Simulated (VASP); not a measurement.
# Hf in VASP: a series of runs

Runs on Hf. Level: PBEsol. Tasks: relaxation of the atoms.

All numbers are computed with VASP 6.6.1; they aren't measurements. Logs are shortened: lines on timing, memory, paths and dates and some standing lists are left out, and cuts for length are marked.

## (1) The cell of the first run

The cell holds a slab with vacuum, 2 atoms: a = 3.159 Å, b = 4.999 Å, c = 16.912 Å, α = 90.00°, β = 90.00°, γ = 90.00°.

## (2) Relaxation of the atoms, PBEsol

Input file INCAR:

```
SYSTEM = Hf
PREC     = Accurate       ! precision mode
ENCUT    = 520            ! plane-wave cutoff, eV
EDIFF    = 1E-6           ! SCF threshold, eV
ISMEAR   = -1             ! smearing method
SIGMA    = 0.05           ! smearing width, eV
LREAL    = .False.        ! projectors in reciprocal space
LASPH    = .True.         ! aspherical terms in the spheres
NELM     = 100            ! most SCF steps
ALGO     = Normal         ! electronic algorithm
ISIF     = 2              ! what is computed and relaxed
LWAVE    = .False.        ! write WAVECAR
LCHARG   = .False.        ! write CHGCAR
LDIPOL   = .True.       
IDIPOL   = 3            
DIPOL    = 0.5 0.5 0.500
GGA      = PS             ! functional
IBRION   = 2              ! ionic algorithm
NSW      = 60             ! ionic steps
EDIFFG   = -0.01          ! ionic threshold
```

Input file KPOINTS:

```
regular mesh
0
Gamma
  10 7 1
  0 0 0
```

Input file POSCAR:

```
Hf
1.0
    3.1589152038      0.0000000000      0.0000000000
    0.0000000000      4.9985932686      0.0000000000
    0.0000000000      0.0000000000     16.9119000000
Hf
2
Direct
    0.7500000000      0.7500000000      0.4730396860
    0.2500000000      0.2500000000      0.5269603140
```

Potentials or basis: VASP PAW PBE potentials, release 64 (Hf_pv).

Command:

```
$ cat potpaw_PBE.64/Hf_pv/POTCAR > POTCAR
$ mpirun -np 1 vasp_std > vasp.out
```

OUTCAR:

```text
SYSTEM = Hf
   PREC = Accurate
   ENCUT = 520
   EDIFF = 1E-6
   ISMEAR = -1
   LREAL = .False.
   LASPH = .True.
   NELM = 100
   ISIF = 2
   GGA = PS
   IBRION = 2
   NSW = 60
   EDIFFG = -0.01

 ion  position               nearest neighbor table
   1  0.750  0.750  0.473-   2 3.09   2 3.09   2 3.09   2 3.09
   2  0.250  0.250  0.527-   1 3.09   1 3.09   1 3.09   1 3.09

  LATTYP: Found a simple orthorhombic cell.
 ALAT       =     3.1589152038
 B/A-ratio  =     1.5823765268
 C/A-ratio  =     5.3537049616

  Lattice vectors:

 A1 = (   3.1589152038,   0.0000000000,   0.0000000000)
 A2 = (   0.0000000000,   4.9985932686,   0.0000000000)
 A3 = (   0.0000000000,   0.0000000000,  16.9119000000)

Analysis of symmetry for initial positions (statically):
=====================================================================
 Subroutine PRICEL returns:
 Original cell was already a primitive cell.

 Routine SETGRP: Setting up the symmetry group for a
 simple orthorhombic supercell.

 Subroutine GETGRP returns: Found  8 space group operations
 (whereof  2 operations were pure point group operations)
 out of a pool of  8 trial point group operations.

The static configuration has the point symmetry S_2 .
 The point group associated with its full space group is D_2h.

Analysis of symmetry for dynamics (positions and initial velocities):
=====================================================================
 Subroutine PRICEL returns:
 Original cell was already a primitive cell.

 Routine SETGRP: Setting up the symmetry group for a
 simple orthorhombic supercell.

 Subroutine GETGRP returns: Found  8 space group operations
 (whereof  2 operations were pure point group operations)
 out of a pool of  8 trial point group operations.

The dynamic configuration has the point symmetry S_2 .
 The point group associated with its full space group is D_2h.

 Subroutine INISYM returns: Found  8 space group operations
 (whereof  2 operations are pure point group operations),
 and found     1 'primitive' translations

----------------------------------------------------------------------------------------

                                     Primitive cell

  volume of cell :     267.0411

  direct lattice vectors                    reciprocal lattice vectors
     3.158915204  0.000000000  0.000000000     0.316564370  0.000000000  0.000000000
     0.000000000  4.998593269  0.000000000     0.000000000  0.200056285  0.000000000
     0.000000000  0.000000000 16.911900000     0.000000000  0.000000000  0.059129962

  length of vectors
     3.158915204  4.998593269 16.911900000     0.316564370  0.200056285  0.059129962

  position of ions in fractional coordinates (direct lattice)
     0.750000000  0.750000000  0.473039686
     0.250000000  0.250000000  0.526960314

  ion indices of the primitive-cell ions
   primitive index   ion index
                 1           1
                 2           2

----------------------------------------------------------------------------------------

 KPOINTS: regular mesh

Automatic generation of k-mesh.
 Grid dimensions read from file:
 generate k-points for:   10    7    1

 Generating k-lattice:

  Cartesian coordinates                     Fractional coordinates (reciprocal lattice)
     0.031656437  0.000000000  0.000000000     0.100000000  0.000000000  0.000000000
     0.000000000  0.028579469  0.000000000     0.000000000  0.142857143  0.000000000
     0.000000000  0.000000000  0.059129962     0.000000000  0.000000000  1.000000000

  Length of vectors
     0.031656437  0.028579469  0.059129962

  Shift w.r.t. Gamma in fractional coordinates (k-lattice)
     0.000000000  0.000000000  0.000000000

 Subroutine IBZKPT returns following result:
 ===========================================

 Found     24 irreducible k-points:

 Following reciprocal coordinates:
            Coordinates               Weight
  0.000000  0.000000  0.000000      1.000000
  0.100000  0.000000  0.000000      2.000000
  0.200000  0.000000  0.000000      2.000000
  0.300000  0.000000  0.000000      2.000000
  0.400000  0.000000  0.000000      2.000000
  0.500000  0.000000  0.000000      1.000000
[... 16 lines left out ...]
  0.400000  0.428571  0.000000      4.000000
  0.500000  0.428571  0.000000      2.000000
   k-points           NKPTS =     24   k-points in BZ     NKDIM =     24   number of bands    NBANDS=     14
   number of dos      NEDOS =    301   number of ions     NIONS =      2
   total plane-waves  NPLWV = 120960
   dimension x,y,z NGX =    24 NGY =   40 NGZ =  126
   dimension x,y,z NGXF=    48 NGYF=   80 NGZF=  252
   ions per type =               2
   NGX,Y,Z   is equivalent  to a cutoff of  12.63, 13.30, 12.39 a.u.
   NGXF,Y,Z  is equivalent  to a cutoff of  25.26, 26.61, 24.77 a.u.
 SYSTEM =  Hf
   PREC   = accura    normal or accurate (medium, high low for compatibility)
   ISTART =      0    job   : 0-new  1-cont  2-samecut
   ICHARG =      2    charge: 1-file 2-atom 10-const
   ISPIN  =      1    spin polarized calculation?
   LNONCOLLINEAR =      F non collinear calculations
   LSORBIT =      F    spin-orbit coupling
   LASPH  =      T    aspherical Exc in radial PAW
   ENCUT  =  520.0 eV  38.22 Ry    6.18 a.u.   5.87  9.29 31.44*2*pi/ulx,y,z
   NELM   =    100;   NELMIN=  2; NELMDL= -5     # of ELM steps
   EDIFF  = 0.1E-05   stopping-criterion for ELM
   LREAL  =      F    real-space projection
   EDIFFG = -.1E-01   stopping-criterion for IOM
   NSW    =     60    number of steps for IOM
   IBRION =      2    ionic relax: 0-MD 1-quasi-New 2-CG
   NFREE  =      1    steps in history (QN), initial steepest desc. (CG)
   ISIF   =      2    stress and relaxation
   ISYM   =      2    0-nonsym 1-usesym 2-fastsym
   POTIM  = 0.5000    time-step for ionic-motion
   TEBEG  =    0.0;   TEEND  =   0.0 temperature during run
   PSTRESS=    0.0 pullay stress
   NELECT =      20.0000    total number of electrons
   NUPDOWN=      -1.0000    fix difference up-down
   EMIN   =  10.00;   EMAX   =-10.00  energy-range for DOS
   EFERMI =   0.00;   METHOD = LEGACY
   ISMEAR =    -1;   SIGMA  =   0.05  broadening in eV -4-tet -1-fermi 0-gaus
   EFERMI_NEDOS =   21; number of points for ismear=-14 and -15
   IALGO  =     38    algorithm
   IMIX   =      4    mixing-type and parameters
     AMIX     =   0.40;   BMIX     =  1.00
     AMIX_MAG =   1.60;   BMIX_MAG =  1.00
  volume/ion in A,a.u.               =     133.52       901.04
  Fermi-wavevector in a.u.,A,eV,Ry     =   0.690068  1.304040  6.479017  0.476194
  Thomas-Fermi vector in A             =   1.771332
   LORBIT       =      0    0 simple, 1 ext, 2 COOP (PROOUT), +10 PAW based schemes
   GGA     = PS    functional components
   LHFCALC =     F    Hartree Fock is set to
   AEXX    =    0.0000 exact exchange contribution
   IVDW    =     0    specifies the selected vdW correction
   LEPSILON=     F    determine dielectric tensor
   LRPA    =     F    only Hartree local field effects (RPA)
 conjugate gradient relaxation of ions
 non-spin polarized calculation
  energy-cutoff  :      520.00
  volume of cell :      267.04
 maximum number of plane-waves:      7244
 NGX is ok and might be reduce to    24
   NGX = 11   NGY = 19   NGZ = 63

--------------------------------------- Ionic step        1  -------------------------------------------

 number of electron      19.9999996 magnetization

 Free energy of the ion-electron system (eV)
  ---------------------------------------------------
  ext. energy  EPLUGINS =         0.00000000
  ---------------------------------------------------
  free energy    TOTEN  =       -16.40202168 eV

  energy without entropy =      -16.35836799  energy(sigma->0) =      -16.38019483

------------------------ aborting loop because EDIFF is reached ----------------------------------------

  FORCE on cell =-STRESS in cart. coord.  units (eV):
  Direction    XX          YY          ZZ          XY          YZ          ZX
  --------------------------------------------------------------------------------------
  -------------------------------------------------------------------------------------
  Total       -6.1431829     -6.6853855     -0.1922344      0.0000000      0.0000000      0.0000000
  in kB      -36.8574984    -40.1105731     -1.1533562      0.0000000      0.0000000      0.0000000
  external PRESSURE =     -26.0404759 kB  Pullay stress =       0.0000000 kB
[... 53 lines left out ...]
  FREE ENERGIE OF THE ION-ELECTRON SYSTEM (eV)
  ---------------------------------------------------
  free  energy   TOTEN  =       -16.4058475569 eV

  energy  without entropy=      -16.3628655967  energy(sigma->0) =      -16.38435658

 dipolmoment           0.000000      0.000000      0.000000 electrons x Angstroem

--------------------------------------- Ionic step        3  -------------------------------------------

 number of electron      19.9999996 magnetization

------------------------ aborting loop because EDIFF is reached ----------------------------------------
[... 67 lines left out ...]
--------------------------------------- Ionic step        5  -------------------------------------------

 number of electron      19.9999996 magnetization

 dipolmoment           0.000000      0.000000     -0.000000 electrons x Angstroem

 Free energy of the ion-electron system (eV)
  ---------------------------------------------------
  ext. energy  EPLUGINS =         0.00000000
  ---------------------------------------------------
  free energy    TOTEN  =       -16.42020058 eV

  energy without entropy =      -16.38272517  energy(sigma->0) =      -16.40146288

 E-fermi :  -2.6650     XC(G=0):  -3.0676

 val. band max:       -2.6737755752   @ k =   0.3000   0.1429   0.0000
 cond. band min:      -2.6550242416   @ k =   0.1000   0.0000   0.0000
 fundamental gap:      0.0187513336
 Fermi energy:        -2.6649695710

 k-point     1 :       0.0000    0.0000    0.0000
  band No.  band energies     occupation
      1     -33.7907      2.00000
      2     -33.6910      2.00000
      3     -33.6438      2.00000
      4     -33.3413      2.00000
      5     -33.1196      2.00000
      6     -33.0450      2.00000
      7      -7.8271      2.00000
      8      -4.9926      2.00000
      9      -2.7089      1.41283
     10      -2.5703      0.26187
     11      -2.3685      0.00531
     12      -1.2241      0.00000
     13      -1.1606      0.00000
     14      -0.6233      0.00000
[... 379 lines left out ...]
      3     -33.6233      2.00000
      4     -33.6233      2.00000
      5     -33.2120      2.00000
      6     -33.2120      2.00000
      7      -4.7069      2.00000
      8      -4.7069      2.00000
      9      -3.0026      1.99767
     10      -3.0026      1.99767
     11      -1.2066      0.00000
     12      -1.2066      0.00000
     13      -0.7113      0.00000
     14      -0.7113      0.00000

------------------------ aborting loop because EDIFF is reached ----------------------------------------

 vacuum level on the upper side and lower side of the slab       (xc-potential included)        -0.006        -0.006

  FORCE on cell =-STRESS in cart. coord.  units (eV):
  Direction    XX          YY          ZZ          XY          YZ          ZX
  --------------------------------------------------------------------------------------
  -------------------------------------------------------------------------------------
  Total       -5.8104994     -5.7530600     -0.0006433      0.0000000      0.0000000      0.0000000
  in kB      -34.8614841    -34.5168629     -0.0038599      0.0000000      0.0000000      0.0000000
  external PRESSURE =     -23.1274023 kB  Pullay stress =       0.0000000 kB
[... 17 lines left out ...]
  FREE ENERGIE OF THE ION-ELECTRON SYSTEM (eV)
  ---------------------------------------------------
  free  energy   TOTEN  =       -16.4202005825 eV

  energy  without entropy=      -16.3827251717  energy(sigma->0) =      -16.40146288

 reached required accuracy - stopping structural energy minimisation

 vacuum level on the upper side and lower side of the slab         1.612         1.612
```

Wall time 8.8 min (1 thread of Intel Xeon 8259CL, shared host); peak memory 0.39 GiB.

What came out:

- Free energy: -16.4202 eV
- Energy gained by relaxing: 9.1 meV/atom
- Ionic steps: 5
- Largest force after relaxing: 0.005 eV/Å
- Band gap on the k mesh: zero (bands 10 and 11 overlap by 0.14 eV)

Forces on the atoms (eV/Å):
```
Hf   0.000  0.000 -0.005
Hf   0.000  0.000  0.005
```

Step by step:
```
step  energy change (eV)  largest force (eV/Å)  pressure (GPa)
   1              0.0000                0.2044           -2.60
   2             -0.0038                0.1839           -2.57
   3             -0.0128                0.1184           -2.47
   4             -0.0178                0.0278           -2.28
   5             -0.0182                0.0047           -2.31
```

Final structure:
```xyz
2
Lattice="3.1589 0.0000 0.0000 0.0000 4.9986 0.0000 0.0000 0.0000 16.9119" Properties=species:S:1:pos:R:3 pbc="T T T"
Hf    2.3692    3.7489    8.0874
Hf    0.7897    1.2496    8.8245
```

Caveat: the PAW data sets were made with another functional, which shifts forces and pressure a little; spin-orbit coupling is left out, which moves the levels of the heavy elements.

## (3) Relaxation of the atoms, PBEsol

Input file INCAR:

```
PREC     = Accurate       # precision mode
ENCUT    = 520            # plane-wave cutoff, eV
EDIFF    = 1E-7           # SCF threshold, eV
ISMEAR   = -1             # smearing method
SIGMA    = 0.05           # smearing width, eV
LREAL    = F              # projectors in reciprocal space
LASPH    = T              # aspherical terms in the spheres
NELM     = 100            # most SCF steps
ALGO     = Normal         # electronic algorithm
ISIF     = 2              # what is computed and relaxed
LWAVE    = F              # write WAVECAR
LCHARG   = F              # write CHGCAR
LDIPOL   = T            
IDIPOL   = 3            
DIPOL    = 0.5 0.5 0.500
GGA      = PS             # functional
IBRION   = 2              # ionic algorithm
NSW      = 32             # ionic steps
EDIFFG   = -0.01          # ionic threshold
```

Input file KPOINTS:

```
Automatic mesh
0
Gamma
  10 7 1
```

Input file POSCAR:

```
Hf
1.0
    3.1589152038      0.0000000000      0.0000000000
    0.0000000000      4.9985932686      0.0000000000
    0.0000000000      0.0000000000     16.9119000000
Hf
2
Direct
    0.7500000000      0.7500000000      0.4777186762
    0.2500000000      0.2500000000      0.5222813238
```

Potentials or basis: VASP PAW PBE potentials, release 64 (Hf_pv).

Command:

```
$ cat potpaw_PBE.64/Hf_pv/POTCAR > POTCAR
$ mpirun -np 1 vasp_std > vasp.out
```

It took 2.5 min on 1 thread of Intel Xeon Platinum 8259CL at 2.50GHz (Skylake/Cascade Lake), shared host; peak memory 0.39 GiB.

The run converged. Its results:

```
Free energy                  : -16.4202 eV
Energy gained by relaxing    : 0.0 meV/atom
Ionic steps                  : 3
Largest force after relaxing : 0.008 eV/Å
Band gap on the k mesh       : zero (bands 10 and 11 overlap by 0.16 eV)
```

Forces in eV/Å, atoms in the order of the input:
```
Hf   0.000  0.000  0.008
Hf   0.000  0.000 -0.008
```

Final structure:
```xyz
2
Lattice="3.1589 0.0000 0.0000 0.0000 4.9986 0.0000 0.0000 0.0000 16.9119" Properties=species:S:1:pos:R:3 pbc="T T T"
Hf    2.3692    3.7489    8.0819
Hf    0.7897    1.2496    8.8300
```

Levels at points of the mesh, in eV from the Fermi level:
```csv
k point,band 8,band 9,band 10,band 11,band 12,band 13
"(0.00, 0.00, 0.00)",-2.32,-0.06,0.11,0.30,1.46,1.48
"(0.50, 0.00, 0.00)",-1.23,-0.74,-0.74,0.09,0.09,2.44
```

Caveat: the PAW data sets were made with another functional, which shifts forces and pressure a little; spin-orbit coupling is left out, which moves the levels of the heavy elements.

The gap in the log of VASP goes by the Fermi energy; the results here count the filled bands.